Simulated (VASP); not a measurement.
# Ta in VASP: a series of runs

Ta is run at these levels: LDA; tasks: single point.

Everything below comes from runs of VASP 6.6.1. Logs are shortened: lines on timing, memory, paths and dates and some standing lists are left out, and cuts for length are marked.

### Step 1. The cell of the first run

The cell holds a slab with vacuum, 3 atoms: a = 2.818 Å, b = 2.818 Å, c = 17.458 Å, α = 90.00°, β = 90.00°, γ = 109.47°.

### Step 2. Single point, LDA

INCAR

```
SYSTEM = Ta
ALGO = Normal
DIPOL = 0.5 0.5 0.500
EDIFF = 1E-7
ENCUT = 520
GGA = CA
IDIPOL = 3
ISIF = 2
ISMEAR = -1
LASPH = .True.
LCHARG = .True.
LDIPOL = .True.
LELF = .True.
LREAL = .False.
LVACPOTAV = .True.
LVHAR = .True.
LWAVE = .False.
NBANDS = 24
NELM = 100
PREC = Accurate
SIGMA = 0.1
```

KPOINTS

```
k-points
0
Gamma
  15 15 1
  0 0 0
```

POSCAR

```
Ta
1.0
    2.8181880382      0.0000000000      0.0000000000
   -0.9393960127      2.6570131632      0.0000000000
    0.0000000000      0.0000000000     17.4576000000
Ta
3
Direct
    0.0000000000      0.0000000000      0.3723292990
    0.5000000000      0.5000000000      0.4999999649
    0.0000000000      0.0000000000      0.6276707010
```

Potentials or basis: VASP PAW LDA potentials, release 64 (Ta_pv).

Launch:

```console
cat potpaw_LDA.64/Ta_pv/POTCAR > POTCAR
mpirun -np 1 vasp_std > vasp.out
```

OUTCAR:

```text
SYSTEM = Ta
   EDIFF = 1E-7
   ENCUT = 520
   GGA = CA
   ISIF = 2
   ISMEAR = -1
   LASPH = .True.
   LREAL = .False.
   NELM = 100
   PREC = Accurate

 ion  position               nearest neighbor table
   1  0.000  0.000  0.372-   2 2.76   2 2.76   2 3.20   2 3.20
   2  0.500  0.500  0.500-   1 2.76   1 2.76   3 2.76   3 2.76   1 3.20   1 3.20   3 3.20   3 3.20

   3  0.000  0.000  0.628-   2 2.76   2 2.76   2 3.20   2 3.20

  LATTYP: Found a base centered orthorhombic cell.
 ALAT       =     3.2541632449
 B/A-ratio  =     1.4142135624
 C/A-ratio  =     5.3646970622

  Lattice vectors:

 A1 = (   2.8181880382,   0.0000000000,   0.0000000000)
 A2 = (  -0.9393960127,   2.6570131632,   0.0000000000)
 A3 = (   0.0000000000,   0.0000000000,  17.4576000000)

Analysis of symmetry for initial positions (statically):
=====================================================================
 Subroutine PRICEL returns:
 Original cell was already a primitive cell.

 Routine SETGRP: Setting up the symmetry group for a
 base centered orthorhombic supercell.

 Subroutine GETGRP returns: Found  8 space group operations
 (whereof  8 operations were pure point group operations)
 out of a pool of  8 trial point group operations.

The static configuration has the point symmetry D_2h.

Analysis of symmetry for dynamics (positions and initial velocities):
=====================================================================
 Subroutine PRICEL returns:
 Original cell was already a primitive cell.

 Routine SETGRP: Setting up the symmetry group for a
 base centered orthorhombic supercell.

 Subroutine GETGRP returns: Found  8 space group operations
 (whereof  8 operations were pure point group operations)
 out of a pool of  8 trial point group operations.

The dynamic configuration has the point symmetry D_2h.

 Subroutine INISYM returns: Found  8 space group operations
 (whereof  8 operations are pure point group operations),
 and found     1 'primitive' translations

----------------------------------------------------------------------------------------

                                     Primitive cell

  volume of cell :     130.7219

  direct lattice vectors                    reciprocal lattice vectors
     2.818188038  0.000000000  0.000000000     0.354837927  0.125454152  0.000000000
    -0.939396013  2.657013163  0.000000000     0.000000000  0.376362456  0.000000000
     0.000000000  0.000000000 17.457600000     0.000000000  0.000000000  0.057281642

  length of vectors
     2.818188038  2.818188038 17.457600000     0.376362456  0.376362456  0.057281642

  position of ions in fractional coordinates (direct lattice)
     0.000000000  0.000000000  0.372329299
     0.500000000  0.500000000  0.499999965
     0.000000000  0.000000000  0.627670701

  ion indices of the primitive-cell ions
   primitive index   ion index
                 1           1
                 2           2
                 3           3

----------------------------------------------------------------------------------------

 KPOINTS: k-points

Automatic generation of k-mesh.
 Grid dimensions read from file:
 generate k-points for:   15   15    1

 Generating k-lattice:

  Cartesian coordinates                     Fractional coordinates (reciprocal lattice)
     0.023655862  0.008363610  0.000000000     0.066666667  0.000000000  0.000000000
     0.000000000  0.025090830  0.000000000     0.000000000  0.066666667  0.000000000
     0.000000000  0.000000000  0.057281642     0.000000000  0.000000000  1.000000000

  Length of vectors
     0.025090830  0.025090830  0.057281642

  Shift w.r.t. Gamma in fractional coordinates (k-lattice)
     0.000000000  0.000000000  0.000000000

 Subroutine IBZKPT returns following result:
 ===========================================

 Found     64 irreducible k-points:

 Following reciprocal coordinates:
            Coordinates               Weight
  0.000000  0.000000  0.000000      1.000000
  0.066667  0.000000  0.000000      4.000000
  0.133333  0.000000  0.000000      4.000000
  0.200000 -0.000000  0.000000      4.000000
  0.266667  0.000000  0.000000      4.000000
  0.333333  0.000000  0.000000      4.000000
[... 16 lines left out ...]
  0.133333  0.133333  0.000000      2.000000
  0.200000  0.133333  0.000000      4.000000
 [... further k-points ...]
   k-points           NKPTS =     64   k-points in BZ     NKDIM =     64   number of bands    NBANDS=     24
   number of dos      NEDOS =    301   number of ions     NIONS =      3
   total plane-waves  NPLWV =  80640
   dimension x,y,z NGX =    24 NGY =   24 NGZ =  140
   dimension x,y,z NGXF=    48 NGYF=   48 NGZF=  280
   ions per type =               3
   NGX,Y,Z   is equivalent  to a cutoff of  14.16, 14.16, 13.33 a.u.
   NGXF,Y,Z  is equivalent  to a cutoff of  28.32, 28.32, 26.66 a.u.
 SYSTEM =  Ta
   PREC   = accura    normal or accurate (medium, high low for compatibility)
   ISTART =      0    job   : 0-new  1-cont  2-samecut
   ICHARG =      2    charge: 1-file 2-atom 10-const
   ISPIN  =      1    spin polarized calculation?
   LNONCOLLINEAR =      F non collinear calculations
   LSORBIT =      F    spin-orbit coupling
   LASPH  =      T    aspherical Exc in radial PAW
   ENCUT  =  520.0 eV  38.22 Ry    6.18 a.u.   5.24  5.24 32.46*2*pi/ulx,y,z
   NELM   =    100;   NELMIN=  2; NELMDL= -5     # of ELM steps
   EDIFF  = 0.1E-06   stopping-criterion for ELM
   LREAL  =      F    real-space projection
   EDIFFG = 0.1E-05   stopping-criterion for IOM
   NSW    =      0    number of steps for IOM
   IBRION =     -1    ionic relax: 0-MD 1-quasi-New 2-CG
   NFREE  =      0    steps in history (QN), initial steepest desc. (CG)
   ISIF   =      2    stress and relaxation
   ISYM   =      2    0-nonsym 1-usesym 2-fastsym
   POTIM  = 0.5000    time-step for ionic-motion
   TEBEG  =    0.0;   TEEND  =   0.0 temperature during run
   PSTRESS=    0.0 pullay stress
   NELECT =      33.0000    total number of electrons
   NUPDOWN=      -1.0000    fix difference up-down
   EMIN   =  10.00;   EMAX   =-10.00  energy-range for DOS
   EFERMI =   0.00;   METHOD = LEGACY
   ISMEAR =    -1;   SIGMA  =   0.10  broadening in eV -4-tet -1-fermi 0-gaus
   EFERMI_NEDOS =   21; number of points for ismear=-14 and -15
   IALGO  =     38    algorithm
   IMIX   =      4    mixing-type and parameters
     AMIX     =   0.40;   BMIX     =  1.00
     AMIX_MAG =   1.60;   BMIX_MAG =  1.00
  volume/ion in A,a.u.               =      43.57       294.05
  Fermi-wavevector in a.u.,A,eV,Ry     =   1.034658  1.955220 14.565265  1.070517
  Thomas-Fermi vector in A             =   2.168964
   LORBIT       =      0    0 simple, 1 ext, 2 COOP (PROOUT), +10 PAW based schemes
   GGA     = CA    functional components
   LHFCALC =     F    Hartree Fock is set to
   AEXX    =    0.0000 exact exchange contribution
   IVDW    =     0    specifies the selected vdW correction
   LEPSILON=     F    determine dielectric tensor
   LRPA    =     F    only Hartree local field effects (RPA)
 non-spin polarized calculation
  energy-cutoff  :      520.00
  volume of cell :      130.72
 maximum number of plane-waves:      3550
 NGX is ok and might be reduce to    24
   NGX = 11   NGY = 11   NGZ = 65

 number of electron      33.0000003 magnetization

 dipolmoment           0.000000      0.000000      0.000005 electrons x Angstroem

 Free energy of the ion-electron system (eV)
  ---------------------------------------------------
  ext. energy  EPLUGINS =         0.00000000
  ---------------------------------------------------
  free energy    TOTEN  =       -36.05331065 eV

  energy without entropy =      -35.92850232  energy(sigma->0) =      -35.99090648

 E-fermi :  -0.4724     XC(G=0):  -6.3838

 val. band max:       -0.4810016513   @ k =   0.1333   0.0000   0.0000
 cond. band min:      -0.4655145128   @ k =  -0.2667   0.1333   0.0000
 fundamental gap:      0.0154871385
 Fermi energy:        -0.4723964454

 k-point     1 :       0.0000    0.0000    0.0000
  band No.  band energies     occupation
      1     -34.8281      2.00000
      2     -34.4362      2.00000
      3     -33.9483      2.00000
      4     -33.8599      2.00000
      5     -33.6555      2.00000
      6     -33.6293      2.00000
[... 16 lines left out ...]
     23       2.9520      0.00000
     24       3.3250      0.00000

 k-point     2 :       0.0667    0.0000    0.0000
  band No.  band energies     occupation
      1     -34.8149      2.00000
      2     -34.4401      2.00000
      3     -33.9656      2.00000
      4     -33.9033      2.00000
      5     -33.6598      2.00000
      6     -33.6541      2.00000
[... 16 lines left out ...]
     23       2.9623      0.00000
     24       3.3774      0.00000

 k-point     3 :       0.1333    0.0000    0.0000
  band No.  band energies     occupation
      1     -34.7777      2.00000
      2     -34.4546      2.00000
      3     -34.0298      2.00000
      4     -34.0199      2.00000
      5     -33.7121      2.00000
      6     -33.6988      2.00000
[... 16 lines left out ...]
     23       2.8320      0.00000
     24       3.2293      0.00000

 k-point     4 :       0.2000   -0.0000    0.0000
  band No.  band energies     occupation
      1     -34.7256      2.00000
      2     -34.4876      2.00000
      3     -34.1819      2.00000
      4     -34.1585      2.00000
      5     -33.7772      2.00000
      6     -33.7510      2.00000
[... 16 lines left out ...]
     23       2.8730      0.00000
     24       3.0964      0.00000

 k-point     5 :       0.2667    0.0000    0.0000
  band No.  band energies     occupation
      1     -34.6860      2.00000
      2     -34.5491      2.00000
      3     -34.3374      2.00000
      4     -34.3318      2.00000
      5     -33.8740      2.00000
      6     -33.8060      2.00000
[... 16 lines left out ...]
     23       3.1846      0.00000
     24       3.2932      0.00000

 k-point     6 :       0.3333    0.0000    0.0000
  band No.  band energies     occupation
      1     -34.7244      2.00000
      2     -34.6357      2.00000
      3     -34.5075      2.00000
      4     -34.3949      2.00000
      5     -33.9645      2.00000
      6     -33.8619      2.00000
[... 16 lines left out ...]
     23       3.4162      0.00000
     24       3.8977      0.00000
[... 379 lines left out ...]
 k-point    21 :      -0.1333    0.0667    0.0000
  band No.  band energies     occupation
      1     -34.7868      2.00000
      2     -34.4288      2.00000
      3     -34.0191      2.00000
      4     -33.9626      2.00000
      5     -33.7497      2.00000
      6     -33.7432      2.00000
[... 16 lines left out ...]
     23       2.4075      0.00000
     24       3.0174      0.00000

 k-point    22 :      -0.0667    0.0667    0.0000
  band No.  band energies     occupation
      1     -34.8133      2.00000
      2     -34.4294      2.00000
      3     -33.9707      2.00000
      4     -33.8812      2.00000
      5     -33.7093      2.00000
      6     -33.6833      2.00000
[... 16 lines left out ...]
     23       2.8154      0.00000
     24       2.8759      0.00000

 k-point    23 :       0.1333    0.1333    0.0000
  band No.  band energies     occupation
      1     -34.6957      2.00000
      2     -34.5143      2.00000
      3     -34.1798      2.00000
      4     -34.1035      2.00000
      5     -33.8234      2.00000
      6     -33.8184      2.00000
[... 16 lines left out ...]
     23       3.6014      0.00000
     24       3.9124      0.00000

 k-point    24 :       0.2000    0.1333    0.0000
  band No.  band energies     occupation
      1     -34.6465      2.00000
      2     -34.5509      2.00000
      3     -34.2783      2.00000
      4     -34.2083      2.00000
      5     -33.9071      2.00000
      6     -33.9031      2.00000
[... 16 lines left out ...]
     23       3.9425      0.00000
     24       3.9695      0.00000

 [... further k-points ...]

------------------------ aborting loop because EDIFF is reached ----------------------------------------

  FORCE on cell =-STRESS in cart. coord.  units (eV):
  Direction    XX          YY          ZZ          XY          YZ          ZX
  --------------------------------------------------------------------------------------
  -------------------------------------------------------------------------------------
  Total       -3.5066059     -3.3840876      0.2169881      0.1732670      0.0000000      0.0000000
  in kB      -42.9783091    -41.4766778      2.6594897      2.1236273      0.0000000      0.0000000
  external PRESSURE =     -27.2651657 kB  Pullay stress =       0.0000000 kB

 VOLUME and BASIS-vectors are now :
 -----------------------------------------------------------------------------
  energy-cutoff  :      520.00
  volume of cell :      130.72
      direct lattice vectors                 reciprocal lattice vectors
     2.818188038  0.000000000  0.000000000     0.354837927  0.125454152  0.000000000
    -0.939396013  2.657013163  0.000000000     0.000000000  0.376362456  0.000000000
     0.000000000  0.000000000 17.457600000     0.000000000  0.000000000  0.057281642

 POSITION                                       TOTAL-FORCE (eV/Angst)
 -----------------------------------------------------------------------------------
      0.00000      0.00000      6.49998         0.000000      0.000000     -0.052283
      0.93940      1.32851      8.72880        -0.000000      0.000000      0.000000
      0.00000      0.00000     10.95762         0.000000      0.000000      0.052283
 -----------------------------------------------------------------------------------
    total drift:                                0.000000      0.000000      0.000700

  FREE ENERGIE OF THE ION-ELECTRON SYSTEM (eV)
  ---------------------------------------------------
  free  energy   TOTEN  =       -36.0533106489 eV

  energy  without entropy=      -35.9285023197  energy(sigma->0) =      -35.99090648

 vacuum level on the upper side and lower side of the slab         4.539         4.539
```

Wall time 2.2 min (1 thread of Intel Xeon 6975P-C (Granite Rapids), shared host); peak memory 0.31 GiB.

Results:

* Free energy: -36.0533 eV
* Largest force: 0.052 eV/Å
* Band gap on the k mesh: zero (an odd number of electrons rules out a gap without spin polarisation)

Forces in eV/Å, atoms in the order of the input:
```
Ta   0.000  0.000 -0.052
Ta   0.000  0.000  0.000
Ta   0.000  0.000  0.052
```

Caveat: spin-orbit coupling is left out, which moves the levels of the heavy elements.

### Step 3. Single point, LDA

INCAR

```
ALGO = Normal ; DIPOL = 0.5 0.5 0.500
EDIFF = 1E-6 ; ENCUT = 520
IDIPOL = 3 ; ISIF = 2
ISMEAR = -1 ; LASPH = True
LCHARG = False ; LDIPOL = True
LREAL = False ; LWAVE = False
NBANDS = 24 ; NELM = 80
PREC = Accurate ; SIGMA = 0.1
```

KPOINTS

```
k-points
0
Gamma
  15 15 1
```

POSCAR is that of step 2.

Potentials or basis: VASP PAW LDA potentials, release 64 (Ta_pv).

Launch:

```console
cat potpaw_LDA.64/Ta_pv/POTCAR > POTCAR
mpirun -np 1 vasp_std > vasp.out
```

OUTCAR:

```text
EDIFF = 1E-6
   ENCUT = 520
   ISIF = 2
   ISMEAR = -1
   LASPH = True
   LREAL = False
   NELM = 80
   PREC = Accurate

 ion  position               nearest neighbor table
   1  0.000  0.000  0.372-   2 2.76   2 2.76   2 3.20   2 3.20
   2  0.500  0.500  0.500-   1 2.76   1 2.76   3 2.76   3 2.76   1 3.20   1 3.20   3 3.20   3 3.20

   3  0.000  0.000  0.628-   2 2.76   2 2.76   2 3.20   2 3.20

  LATTYP: Found a base centered orthorhombic cell.
 ALAT       =     3.2541632449
 B/A-ratio  =     1.4142135624
 C/A-ratio  =     5.3646970622

  Lattice vectors:

 A1 = (   2.8181880382,   0.0000000000,   0.0000000000)
 A2 = (  -0.9393960127,   2.6570131632,   0.0000000000)
 A3 = (   0.0000000000,   0.0000000000,  17.4576000000)

Analysis of symmetry for initial positions (statically):
=====================================================================
 Subroutine PRICEL returns:
 Original cell was already a primitive cell.

 Routine SETGRP: Setting up the symmetry group for a
 base centered orthorhombic supercell.

 Subroutine GETGRP returns: Found  8 space group operations
[... 172 lines left out ...]
 cond. band min:      -0.4654827768   @ k =  -0.2667   0.1333   0.0000
 fundamental gap:      0.0154810685
 Fermi energy:        -0.4723525175

 k-point     1 :       0.0000    0.0000    0.0000
  band No.  band energies     occupation
      1     -34.8280      2.00000
      2     -34.4362      2.00000
      3     -33.9482      2.00000
      4     -33.8598      2.00000
      5     -33.6555      2.00000
      6     -33.6292      2.00000
[... 637 lines left out ...]
     23       3.9426      0.00000
     24       3.9695      0.00000

 [... further k-points ...]

------------------------ aborting loop because EDIFF is reached ----------------------------------------

 vacuum level on the upper side and lower side of the slab       (xc-potential included)        -0.268        -0.268

  FORCE on cell =-STRESS in cart. coord.  units (eV):
  Direction    XX          YY          ZZ          XY          YZ          ZX
  --------------------------------------------------------------------------------------
  -------------------------------------------------------------------------------------
  Total       -3.5065563     -3.3840542      0.2168501      0.1732441      0.0000000      0.0000000
  in kB      -42.9777023    -41.4762695      2.6577987      2.1233466      0.0000000      0.0000000
  external PRESSURE =     -27.2653910 kB  Pullay stress =       0.0000000 kB

 VOLUME and BASIS-vectors are now :
 -----------------------------------------------------------------------------
  energy-cutoff  :      520.00
  volume of cell :      130.72
      direct lattice vectors                 reciprocal lattice vectors
     2.818188038  0.000000000  0.000000000     0.354837927  0.125454152  0.000000000
    -0.939396013  2.657013163  0.000000000     0.000000000  0.376362456  0.000000000
     0.000000000  0.000000000 17.457600000     0.000000000  0.000000000  0.057281642

 POSITION                                       TOTAL-FORCE (eV/Angst)
 -----------------------------------------------------------------------------------
      0.00000      0.00000      6.49998         0.000000      0.000000     -0.052278
      0.93940      1.32851      8.72880        -0.000000      0.000000      0.000000
      0.00000      0.00000     10.95762         0.000000     -0.000000      0.052278
 -----------------------------------------------------------------------------------
    total drift:                                0.000000      0.000000      0.000697

  FREE ENERGIE OF THE ION-ELECTRON SYSTEM (eV)
  ---------------------------------------------------
  free  energy   TOTEN  =       -36.0533104871 eV

  energy  without entropy=      -35.9285018024  energy(sigma->0) =      -35.99090614

 vacuum level on the upper side and lower side of the slab         4.302         4.302
```

It took 2.2 min on 1 thread of Intel Xeon 6975P-C (Granite Rapids), shared host; peak memory 0.32 GiB.

What came out:

```
Free energy            : -36.0533 eV
Largest force          : 0.052 eV/Å
Band gap on the k mesh : zero (an odd number of electrons rules out a gap without spin polarisation)
```

Forces in eV/Å, atoms in the order of the input:
```
Ta   0.000  0.000 -0.052
Ta   0.000  0.000  0.000
Ta   0.000  0.000  0.052
```

Caveat: spin-orbit coupling is left out, which moves the levels of the heavy elements.

### Step 4. Single point, LDA

This run uses another cell than the first one.

INCAR

```
PREC = Accurate ; ENCUT = 520
EDIFF = 1E-7 ; ISMEAR = -1
SIGMA = 0.1 ; LREAL = F
LASPH = T ; NELM = 100
ALGO = Normal ; ISIF = 2
LWAVE = F ; LCHARG = T
LDIPOL = T ; IDIPOL = 3
DIPOL = 0.5 0.5 0.500 ; LELF = T
LVHAR = T ; LVACPOTAV = T
NBANDS = 24
```

KPOINTS

```
regular mesh
0
Gamma
  15 15 1
```

POSCAR

```
Ta
1.0
    2.8181880382      0.0000000000      0.0000000000
   -0.9393960127      2.6570131632      0.0000000000
    0.0000000000      0.0000000000     20.6021000000
Ta
3
Direct
    0.0000000000      0.0000000000      0.3883103714
    0.5000000000      0.5000000000      0.5000000000
    0.0000000000      0.0000000000      0.6116896286
```

Launch:

```console
cat potpaw_LDA.64/Ta_pv/POTCAR > POTCAR
mpirun -np 1 vasp_std > vasp.out
```

It took 2.8 min on 1 thread of Intel Xeon 6975P-C (Granite Rapids), shared host; peak memory 0.35 GiB.

Results (log left out):

- Free energy: -36.0248 eV
- Largest force: 0.433 eV/Å
- Band gap on the k mesh: zero (an odd number of electrons rules out a gap without spin polarisation)

Forces in eV/Å, atoms in the order of the input:
```
Ta   0.000  0.000  0.433
Ta   0.000  0.000  0.000
Ta   0.000  0.000 -0.433
```

Levels at points of the mesh, in eV from the Fermi level:
| k point | band 14 | band 15 | band 16 | band 17 | band 18 | band 19 |
| --- | --- | --- | --- | --- | --- | --- |
| (0.00, 0.00, 0.00) | -0.89 | -0.57 | -0.32 | 0.06 | 0.32 | 1.13 |

Caveat: spin-orbit coupling is left out, which moves the levels of the heavy elements.
